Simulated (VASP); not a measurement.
# Na (Fd-3m) in VASP: a series of runs

Na is run at these levels: BLYP; tasks: single point.

All numbers are computed with VASP 6.6.1; they aren't measurements. Logs are shortened: lines on timing, memory, paths and dates and some standing lists are left out, and cuts for length are marked.

## (1) The cell of the first run

The structure is cubic, space group Fd-3m (No. 227). The conventional cell has a = 7.590 Å, b = 7.590 Å, c = 7.590 Å, α = 90.00°, β = 90.00°, γ = 90.00°. Na (site symmetry -43m) has 4 Na at 3.29 Å within 4.3 Å.

## (2) Single point, BLYP (volume scaled by 0.88)

INCAR reads:

```
AGGAC = 1.0
AGGAX = 1.0
ALDAC = 0.0
ALDAX = 1.0
ALGO = Normal
EDIFF = 1E-6
ENCUT = 520
GGA = B5
ISIF = 2
ISMEAR = -1
LASPH = True
LCHARG = False
LREAL = False
LWAVE = False
NBANDS = 14
NELM = 80
PREC = Accurate
SIGMA = 0.1
```

KPOINTS reads:

```
k-points
0
Gamma
  8 8 8
```

POSCAR reads:

```
Na
1.0
    0.0000000000      3.7948487544      3.7948487544
    3.7948487544      0.0000000000      3.7948487544
    3.7948487544      3.7948487544      0.0000000000
Na
2
Direct
    0.1250000000      0.1250000000      0.1250000000
    0.8750000000      0.8750000000      0.8750000000
```

Potentials or basis: VASP PAW PBE potentials, release 64 (Na_pv).

The run is started by

```
> cat potpaw_PBE.64/Na_pv/POTCAR > POTCAR
> mpirun -np 1 vasp_std > vasp.out
```

OUTCAR:

```text
EDIFF = 1E-6
   ENCUT = 520
   GGA = B5
   ISIF = 2
   ISMEAR = -1
   LASPH = True
   LREAL = False
   NELM = 80
   PREC = Accurate

 ion  position               nearest neighbor table
   1  0.125  0.125  0.125-
   2  0.875  0.875  0.875-

  LATTYP: Found a face centered cubic cell.
 ALAT       =     7.5896975088

  Lattice vectors:

 A1 = (   0.0000000000,   3.7948487544,   3.7948487544)
 A2 = (   3.7948487544,   0.0000000000,   3.7948487544)
 A3 = (   3.7948487544,   3.7948487544,   0.0000000000)

Analysis of symmetry for initial positions (statically):
=====================================================================
 Subroutine PRICEL returns:
 Original cell was already a primitive cell.

 Routine SETGRP: Setting up the symmetry group for a
 face centered cubic supercell.

 Subroutine GETGRP returns: Found 48 space group operations
 (whereof 12 operations were pure point group operations)
 out of a pool of 48 trial point group operations.

The static configuration has the point symmetry D_3d.
 The point group associated with its full space group is O_h .

Analysis of symmetry for dynamics (positions and initial velocities):
=====================================================================
 Subroutine PRICEL returns:
 Original cell was already a primitive cell.

 Routine SETGRP: Setting up the symmetry group for a
 face centered cubic supercell.

 Subroutine GETGRP returns: Found 48 space group operations
 (whereof 12 operations were pure point group operations)
 out of a pool of 48 trial point group operations.

The dynamic configuration has the point symmetry D_3d.
 The point group associated with its full space group is O_h .

 Subroutine INISYM returns: Found 48 space group operations
 (whereof 12 operations are pure point group operations),
 and found     1 'primitive' translations

----------------------------------------------------------------------------------------

                                     Primitive cell

  volume of cell :     109.2983

  direct lattice vectors                    reciprocal lattice vectors
     0.000000000  3.794848754  3.794848754    -0.131757557  0.131757557  0.131757557
     3.794848754  0.000000000  3.794848754     0.131757557 -0.131757557  0.131757557
     3.794848754  3.794848754  0.000000000     0.131757557  0.131757557 -0.131757557

  length of vectors
     5.366726576  5.366726576  5.366726576     0.228210783  0.228210783  0.228210783

  position of ions in fractional coordinates (direct lattice)
     0.125000000  0.125000000  0.125000000
     0.875000000  0.875000000  0.875000000

  ion indices of the primitive-cell ions
   primitive index   ion index
                 1           1
                 2           2

----------------------------------------------------------------------------------------

 KPOINTS: k-points

Automatic generation of k-mesh.
 Grid dimensions read from file:
 generate k-points for:    8    8    8

 Generating k-lattice:

  Cartesian coordinates                     Fractional coordinates (reciprocal lattice)
    -0.016469695  0.016469695  0.016469695     0.125000000  0.000000000  0.000000000
     0.016469695 -0.016469695  0.016469695     0.000000000  0.125000000  0.000000000
     0.016469695  0.016469695 -0.016469695     0.000000000  0.000000000  0.125000000

  Length of vectors
     0.028526348  0.028526348  0.028526348

  Shift w.r.t. Gamma in fractional coordinates (k-lattice)
     0.000000000  0.000000000  0.000000000

 Subroutine IBZKPT returns following result:
 ===========================================

 Found     29 irreducible k-points:

 Following reciprocal coordinates:
            Coordinates               Weight
  0.000000  0.000000  0.000000      1.000000
  0.125000  0.000000  0.000000      8.000000
  0.250000  0.000000  0.000000      8.000000
  0.375000  0.000000  0.000000      8.000000
  0.500000  0.000000  0.000000      4.000000
  0.125000  0.125000  0.000000      6.000000
[... 16 lines left out ...]
  0.500000  0.250000  0.125000     48.000000
 -0.375000  0.250000  0.125000     24.000000
 [... further k-points ...]
   k-points           NKPTS =     29   k-points in BZ     NKDIM =     29   number of bands    NBANDS=     14
   number of dos      NEDOS =    301   number of ions     NIONS =      2
   total plane-waves  NPLWV =  64000
   dimension x,y,z NGX =    40 NGY =   40 NGZ =   40
   dimension x,y,z NGXF=    80 NGYF=   80 NGZF=   80
   ions per type =               2
   NGX,Y,Z   is equivalent  to a cutoff of  12.39, 12.39, 12.39 a.u.
   NGXF,Y,Z  is equivalent  to a cutoff of  24.78, 24.78, 24.78 a.u.
 SYSTEM =  unknown system
   PREC   = accura    normal or accurate (medium, high low for compatibility)
   ISTART =      0    job   : 0-new  1-cont  2-samecut
   ICHARG =      2    charge: 1-file 2-atom 10-const
   ISPIN  =      1    spin polarized calculation?
   LNONCOLLINEAR =      F non collinear calculations
   LSORBIT =      F    spin-orbit coupling
   LASPH  =      T    aspherical Exc in radial PAW
   ENCUT  =  520.0 eV  38.22 Ry    6.18 a.u.   9.98  9.98  9.98*2*pi/ulx,y,z
   NELM   =     80;   NELMIN=  2; NELMDL= -5     # of ELM steps
   EDIFF  = 0.1E-05   stopping-criterion for ELM
   LREAL  =      F    real-space projection
   EDIFFG = 0.1E-04   stopping-criterion for IOM
   NSW    =      0    number of steps for IOM
   IBRION =     -1    ionic relax: 0-MD 1-quasi-New 2-CG
   NFREE  =      0    steps in history (QN), initial steepest desc. (CG)
   ISIF   =      2    stress and relaxation
   ISYM   =      2    0-nonsym 1-usesym 2-fastsym
   POTIM  = 0.5000    time-step for ionic-motion
   TEBEG  =    0.0;   TEEND  =   0.0 temperature during run
   PSTRESS=    0.0 pullay stress
   NELECT =      14.0000    total number of electrons
   NUPDOWN=      -1.0000    fix difference up-down
   EMIN   =  10.00;   EMAX   =-10.00  energy-range for DOS
   EFERMI =   0.00;   METHOD = LEGACY
   ISMEAR =    -1;   SIGMA  =   0.10  broadening in eV -4-tet -1-fermi 0-gaus
   EFERMI_NEDOS =   21; number of points for ismear=-14 and -15
   IALGO  =     38    algorithm
   IMIX   =      4    mixing-type and parameters
     AMIX     =   0.40;   BMIX     =  1.00
     AMIX_MAG =   1.60;   BMIX_MAG =  1.00
  volume/ion in A,a.u.               =      54.65       368.79
  Fermi-wavevector in a.u.,A,eV,Ry     =   0.825239  1.559475  9.265830  0.681019
  Thomas-Fermi vector in A             =   1.937063
   LORBIT       =      0    0 simple, 1 ext, 2 COOP (PROOUT), +10 PAW based schemes
   GGA     = B5    functional components
   LHFCALC =     F    Hartree Fock is set to
   AEXX    =    0.0000 exact exchange contribution
   IVDW    =     0    specifies the selected vdW correction
   LEPSILON=     F    determine dielectric tensor
   LRPA    =     F    only Hartree local field effects (RPA)
 non-spin polarized calculation
  energy-cutoff  :      520.00
  volume of cell :      109.30
 maximum number of plane-waves:      2964
   NGX = 19   NGY = 19   NGZ = 19

 number of electron      13.9999986 magnetization

 Free energy of the ion-electron system (eV)
  ---------------------------------------------------
  ext. energy  EPLUGINS =         0.00000000
  ---------------------------------------------------
  free energy    TOTEN  =        -1.43023307 eV

  energy without entropy =       -1.39864642  energy(sigma->0) =       -1.41443974

 E-fermi :  -0.1998     XC(G=0):  -4.9420

 val. band max:       -0.2567554402   @ k =  -0.3750   0.3750   0.0000
 cond. band min:      -0.1993972696   @ k =   0.5000   0.5000   0.0000
 fundamental gap:      0.0573581706
 Fermi energy:        -0.1998077205

 k-point     1 :       0.0000    0.0000    0.0000
  band No.  band energies     occupation
      1     -25.8170      2.00000
      2     -25.8170      2.00000
      3     -25.8170      2.00000
      4     -25.7829      2.00000
      5     -25.7829      2.00000
      6     -25.7829      2.00000
      7      -2.7269      2.00000
      8       4.2836      0.00000
      9       4.2836      0.00000
     10       4.2837      0.00000
     11       4.6828      0.00000
     12       4.6828      0.00000
     13       4.6829      0.00000
     14       6.4012      0.00000

 k-point     2 :       0.1250    0.0000    0.0000
  band No.  band energies     occupation
      1     -25.8176      2.00000
      2     -25.8175      2.00000
      3     -25.8168      2.00000
      4     -25.7832      2.00000
      5     -25.7824      2.00000
      6     -25.7824      2.00000
      7      -2.6052      2.00000
      8       3.0805      0.00000
      9       3.9656      0.00000
     10       3.9656      0.00000
     11       4.9719      0.00000
     12       5.1109      0.00000
     13       5.1109      0.00000
     14       6.3334      0.00000

 k-point     3 :       0.2500    0.0000    0.0000
  band No.  band energies     occupation
      1     -25.8188      2.00000
      2     -25.8188      2.00000
      3     -25.8164      2.00000
      4     -25.7839      2.00000
      5     -25.7812      2.00000
      6     -25.7811      2.00000
      7      -2.2440      2.00000
      8       1.6558      0.00000
      9       3.6818      0.00000
     10       3.6818      0.00000
     11       4.8175      0.00000
     12       5.1298      0.00000
     13       5.1298      0.00000
     14       6.4827      0.00000
[... 324 lines left out ...]
 k-point    23 :       0.5000    0.2500    0.1250
  band No.  band energies     occupation
      1     -25.8231      2.00000
      2     -25.8213      2.00000
      3     -25.8104      2.00000
      4     -25.7900      2.00000
      5     -25.7787      2.00000
      6     -25.7772      2.00000
      7      -1.3472      1.99998
      8       0.6879      0.00028
      9       1.8525      0.00000
     10       2.6227      0.00000
     11       4.5607      0.00000
     12       5.1382      0.00000
     13       5.7782      0.00000
     14       6.8224      0.00000

 k-point    24 :      -0.3750    0.2500    0.1250
  band No.  band energies     occupation
      1     -25.8237      2.00000
      2     -25.8218      2.00000
      3     -25.8094      2.00000
      4     -25.7910      2.00000
      5     -25.7783      2.00000
      6     -25.7767      2.00000
      7      -0.8045      1.99528
      8      -0.0710      0.43246
      9       1.8673      0.00000
     10       2.3931      0.00000
     11       4.6166      0.00000
     12       4.8922      0.00000
     13       6.6605      0.00000
     14       7.1587      0.00000

 [... further k-points ...]

------------------------ aborting loop because EDIFF is reached ----------------------------------------

  FORCE on cell =-STRESS in cart. coord.  units (eV):
  Direction    XX          YY          ZZ          XY          YZ          ZX
  --------------------------------------------------------------------------------------
  -------------------------------------------------------------------------------------
  Total        0.2659348      0.2659348      0.2659348      0.0000000     -0.0000000      0.0000000
  in kB        3.8982734      3.8982734      3.8982734      0.0000000     -0.0000000      0.0000000
  external PRESSURE =       3.8982734 kB  Pullay stress =       0.0000000 kB

 VOLUME and BASIS-vectors are now :
 -----------------------------------------------------------------------------
  energy-cutoff  :      520.00
  volume of cell :      109.30
      direct lattice vectors                 reciprocal lattice vectors
     0.000000000  3.794848754  3.794848754    -0.131757557  0.131757557  0.131757557
     3.794848754  0.000000000  3.794848754     0.131757557 -0.131757557  0.131757557
     3.794848754  3.794848754  0.000000000     0.131757557  0.131757557 -0.131757557

 POSITION                                       TOTAL-FORCE (eV/Angst)
 -----------------------------------------------------------------------------------
      0.94871      0.94871      0.94871        -0.000000      0.000000     -0.000000
      6.64099      6.64099      6.64099         0.000000     -0.000000      0.000000
 -----------------------------------------------------------------------------------
    total drift:                                0.000000      0.000000     -0.000000

  FREE ENERGIE OF THE ION-ELECTRON SYSTEM (eV)
  ---------------------------------------------------
  free  energy   TOTEN  =        -1.4302330685 eV

  energy  without entropy=       -1.3986464172  energy(sigma->0) =       -1.41443974
```

Wall time 26 s (1 thread of Intel Xeon Platinum 8488C (Sapphire Rapids), shared host); peak memory 0.23 GiB.

What came out:

```yaml
Free_energy: -1.4302 eV
Pressure: 0.4 GPa
Band_gap_on_the_k_mesh: zero (band 7 reaches 0.07 eV, above the bottom of band 8 at -0.35 eV)
```

Levels at points of the mesh, in eV from the Fermi level:
```tsv
k point	band 3	band 4	band 5	band 6	band 7	band 8	band 9	band 10	band 11	band 12
(0.00, 0.00, 0.00)	-25.62	-25.58	-25.58	-25.58	-2.53	4.48	4.48	4.48	4.88	4.88
(0.50, 0.00, 0.00)	-25.62	-25.59	-25.58	-25.58	-0.93	-0.15	3.73	3.73	4.74	4.74
(0.50, 0.50, 0.00)	-25.60	-25.60	-25.58	-25.58	0.00	0.00	2.39	2.39	3.20	3.20
```

Caveat: the PAW data sets were made with another functional, which shifts forces and pressure a little.

(Part 1 of 3 ends here.)
